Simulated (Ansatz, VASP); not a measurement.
## One calculation of Cu, two programs

```
Cu
1.0
     0.00000    1.75892    1.75892
     1.75892    0.00000    1.75892
     1.75892    1.75892    0.00000
Cu
1
Cartesian
  0.0000 0.0000 0.0000
```

Alike in both runs: functional LDA; k mesh 21 × 21 × 21; occupations fermi-dirac, width 0.08 eV; no spin polarisation.

Ansatz relaxed the structure, and its values are those at the end. VASP's run is a single point on that final structure, the one shown.

```csv
,VASP,Ansatz
version,VASP 6.6.1,Ansatz 0.2.0
potentials or method,"VASP PAW LDA potentials, release 64 (Cu)","PAW with Ansatz's default frozen-core files, scalar-relativistic"
plane-wave cutoff (eV),520,420
valence electrons in the cell,11,19
```

|  | VASP | Ansatz | Ansatz less VASP |
| --- | --- | --- | --- |
| pressure (GPa) | 0.9 | 0.0 | -0.85 |

LDA's correlation is that of Perdew and Zunger in VASP and of Perdew and Wang (1992) in Ansatz. VASP's potentials hold 11 valence electrons a cell and Ansatz's 19, so a difference there can come from the potentials and not from the codes.
